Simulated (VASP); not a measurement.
Write the native input for VASP 6.6.1 that does the following.

```
Task                   : single point
Functional             : PBE
Potentials or basis    : VASP PAW PBE potentials, release 64 (H)
Cutoff                 : 520 eV
k mesh                 : 6 × 6 × 6
Occupations            : gaussian, width 0.05 eV
Spin                   : collinear spin
Starting moments       : [1.05, 1.05] μB
Dipole correction      : no
Further INCAR settings : ALGO = Normal; EDIFF = 1e-07; NBANDS = 12
```

The structure of H lies in POSCAR:

```
H
1.0
    5.4326000000      0.0000000000      0.0000000000
   -2.7163000000      4.7047696086      0.0000000000
    0.0000000000      0.0000000000      4.3519000000
H
2
Direct
    0.3333333333      0.6666666667      0.2500000000
    0.6666666667      0.3333333333      0.7500000000
```

One way to write it, as run:

INCAR

```
ALGO = Normal ; EDIFF = 1E-7
ENCUT = 520 ; GGA = PE
ISIF = 2 ; ISMEAR = 0
ISPIN = 2 ; LASPH = T
LCHARG = F ; LORBIT = 11
LREAL = F ; LWAVE = F
MAGMOM = 1.05 1.05 ; NBANDS = 12
NELM = 150 ; PREC = Accurate
SIGMA = 0.05
```

KPOINTS

```
k-points
0
Gamma
  6 6 6
```

Potentials or basis: VASP PAW PBE potentials, release 64 (H).

The run is started by

```bash
$ cat potpaw_PBE.64/H/POTCAR > POTCAR
$ mpirun -np 1 vasp_std > vasp.out
```

Results of the run:

The pressure is 0.0 GPa, the band gap on the k mesh is 6.79 eV (least direct gap 7.24 eV) and the net moment is 2.00 μB per cell. The site moments are H +0.38 μB. The valence electrons inside the program's atomic spheres are H 0.38.

Caveat: the atoms stand far beyond bonding distance.

It took 32 s on 1 thread of Intel(R) Xeon(R) 6975P-C (Granite Rapids), with other jobs on the host, peak memory 0.26 GiB.
